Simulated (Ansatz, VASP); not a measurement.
One calculation of MgO, two programs

```
Mg O
1.0
     0.00000    2.12683    2.12683
     2.12683    0.00000    2.12683
     2.12683    2.12683    0.00000
Mg O
1 1
Direct
  0.00000 0.00000 0.00000
  0.50000 0.50000 0.50000
```

Alike in both runs: functional PBE; k mesh 10 × 10 × 10; occupations gaussian, width 0.02 eV; no spin polarisation.

Ansatz relaxed the structure, and its values are those at the end. VASP's run is a single point on that final structure, the one shown.

```csv
,VASP,Ansatz
version,VASP 6.6.1,Ansatz 0.2.0
potentials or method,"VASP PAW PBE potentials, release 64 (Mg, O), cutoff 600 eV","scalar-relativistic, plane waves, PAW"
valence electrons in the cell,8,16
```

|  | VASP | Ansatz | Ansatz less VASP |
| --- | --- | --- | --- |
| gap on the k mesh at the Fermi level (eV) | 4.45 | 4.46 | +0.016 |
| least direct gap on the mesh (eV) | 4.45 | 4.46 | +0.016 |
| pressure (GPa) | -1.0 | 0.0 | +1.03 |

VASP's potentials hold 8 valence electrons a cell and Ansatz's 16, so a difference there can come from the potentials and not from the codes.
